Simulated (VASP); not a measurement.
Wanted: the native input for a VASP 6.6.1 run.

- Task: single point
- Functional: LDA
- Potentials or basis: VASP PAW LDA potentials, release 64 (Pd)
- Cutoff: 520 eV
- k mesh: 12 × 12 × 6
- Occupations: gaussian, width 0.1 eV
- Spin: no spin polarisation
- Dipole correction: no
- Further INCAR settings: ALGO = Normal; EDIFF = 1e-06; NBANDS = 17

The structure of Pd lies in POSCAR:

```
Pd
1.0
    2.7836650500      0.0000000000      0.0000000000
   -1.3918325200      2.4107246500      0.0000000000
    0.0000000000      0.0000000000      4.6288930000
Pd
2
Direct
    0.6666666687      0.3333333278      0.7500000000
    0.3333333292      0.6666666680      0.2500000000
```

The input as run:

INCAR

```
SYSTEM = Pd
PREC     = Accurate       ! precision mode
ENCUT    = 520            ! plane-wave cutoff, eV
EDIFF    = 1E-6           ! SCF threshold, eV
ISMEAR   = 0              ! smearing method
SIGMA    = 0.1            ! smearing width, eV
LREAL    = .FALSE.        ! projectors in reciprocal space
LASPH    = .TRUE.         ! aspherical terms in the spheres
NELM     = 100            ! most SCF steps
ALGO     = Normal         ! electronic algorithm
ISIF     = 2              ! what is computed and relaxed
LWAVE    = .FALSE.        ! write WAVECAR
LCHARG   = .FALSE.        ! write CHGCAR
NBANDS   = 17             ! bands
```

KPOINTS

```
regular mesh
0
G
  12 12 6
  0 0 0
```

Potentials or basis: VASP PAW LDA potentials, release 64 (Pd).

The run is started by

```bash
$ cat potpaw_LDA.64/Pd/POTCAR > POTCAR
$ mpirun -np 1 vasp_std > vasp.out
```

Results of the run:

```json
{
  "Pressure": "-15.4 GPa",
  "Band gap on the k mesh": "zero (band 10 reaches 8.93 eV, above the bottom of band 11 at 8.09 eV)"
}
```

Run time: 10 s on 1 thread of Intel(R) Xeon(R) 6975P-C (Granite Rapids), with other jobs on the host, peak memory 0.16 GiB.
